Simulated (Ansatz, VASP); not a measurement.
ZnS in VASP and in Ansatz

```xyz
4
Lattice="3.8110 0.0000 0.0000 -1.9055 3.3004 0.0000 0.0000 0.0000 6.2340" Properties=species:S:1:pos:R:3 pbc="T T T"
Zn    0.0000    2.2003    0.0000
Zn    1.9055    1.1001    3.1170
S    -0.1500    2.3503    2.4001
S     1.9055    1.1001    5.5171
```

Alike in both runs: task single point; functional r2SCAN; k mesh 6 × 6 × 4; occupations gaussian, width 0.05 eV; no spin polarisation.

|  | VASP | Ansatz |
| --- | --- | --- |
| version | VASP 6.6.1 | Ansatz 0.2.0 |
| potentials or method | VASP PAW PBE potentials, release 64 (Zn, S), cutoff 520 eV | scalar-relativistic, plane waves, PAW |
| valence electrons in the cell | 36 | 36 |

Ansatz gave:

| Item | Value |
| --- | --- |
| gap on the k mesh at the Fermi level (eV) | 2.78 |
| least direct gap on the mesh (eV) | 2.78 |
| pressure (GPa) | 0.9 |
| traceless stress, the component that is largest in VASP (GPa) | 3.20 |
| rms of the force components (eV/Å) | 0.580 |

Question: Estimate VASP's values.

Answer: gap on the k mesh at the Fermi level (eV): 2.78; least direct gap on the mesh (eV): 2.78; pressure (GPa): 1.0; traceless stress, the component that is largest in VASP (GPa): 3.23; rms of the force components (eV/Å): 0.584.

VASP's potentials were made for PBE, not for r2SCAN. Atom by atom the forces differ by 0.004 eV/Å (rms over components).
